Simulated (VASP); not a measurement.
Here is a VASP 6.6.1 calculation.

Contents of POSCAR:

```
GaN
1.0
    3.1830969044      0.0000000000      0.0000000000
   -1.5915484522      2.7566427819      0.0000000000
    0.0000000000      0.0000000000      5.1835829281
Ga N
2 2
Direct
    0.6666666667      0.3333333333      0.4991072758
    0.3333333333      0.6666666667      0.9991072758
    0.6666666667      0.3333333333      0.8758927242
    0.3333333333      0.6666666667      0.3758927242
```

File INCAR.step1:

```
PREC = Accurate
ENCUT = 520
ISMEAR = 0
SIGMA = 0.02
LREAL = F
LASPH = T
NELM = 80
NBANDS = 26
GGA = PE
ALGO = Normal
EDIFF = 1E-4
LWAVE = T
LCHARG = F
```

File INCAR.step2:

```
PREC = Accurate
ENCUT = 520
EDIFF = 1E-6
ISMEAR = 0
SIGMA = 0.02
LREAL = F
LASPH = T
NELM = 80
ALGO = Normal
ISIF = 2
LWAVE = F
LCHARG = F
METAGGA = R2SCAN
LMIXTAU = T
NBANDS = 26
ISTART = 1
```

The input KPOINTS:

```
regular mesh
0
Gamma
  12 12 6
```

Potentials or basis: VASP PAW PBE potentials, release 64 (Ga_d, N).

Command:

```bash
$ cat potpaw_PBE.64/Ga_d/POTCAR potpaw_PBE.64/N/POTCAR > POTCAR
$ cp INCAR.step1 INCAR
$ mpirun -np 1 vasp_std > vasp.out
$ cp INCAR.step2 INCAR
$ mpirun -np 1 vasp_std > vasp.out
```

Problem. What does it give for the largest force?

Solution. 0.006 eV/Å.

Problem. Predict the pressure.

Solution. 1.1 GPa.

Problem. Estimate the band gap on the k mesh.

Solution. 2.34 eV.

Forces on the atoms (eV/Å):
```
Ga   0.000  0.000  0.006
Ga   0.000  0.000  0.006
N    0.000  0.000 -0.006
N    0.000  0.000 -0.006
```

Caveat: the PAW data sets were made with another functional, which shifts forces and pressure a little.
